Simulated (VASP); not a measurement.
Crystal: Au.

```xyz
2
Lattice="2.9569 0.0000 0.0000 -1.4784 2.5607 0.0000 0.0000 0.0000 4.9757" Properties=species:S:1:pos:R:3 pbc="T T T"
Au    1.4784    0.8536    1.2439
Au    0.0000    1.7072    3.7318
```

Base run:

- Program: VASP 6.6.1
- Functional: r2SCAN
- Potentials or basis: VASP PAW PBE potentials, release 64 (Au)
- Cutoff: 520 eV
- k mesh: 11 × 11 × 6
- Occupations: fermi-dirac, width 0.05 eV
- Spin: no spin polarisation

Its results: band gap on the k mesh zero (band 11 reaches 11.35 eV, above the bottom of band 12 at 5.05 eV); pressure -8.5 GPa.

**Question.** The run is repeated on the same cell with these changes: functional from r2SCAN to PBE; further incar settings from ALGO = Normal; EDIFF = 1e-07; NBANDS = 18 to ALGO = Normal; EDIFF = 1e-06; NBANDS = 18. What comes out?

**Answer.** Band gap on the k mesh zero (band 11 reaches 11.32 eV, above the bottom of band 12 at 5.40 eV); pressure -5.7 GPa.

Caveats: spin-orbit coupling is left out, which moves the levels of the heavy elements; the PAW data sets were made with another functional, which shifts forces and pressure a little (some runs).
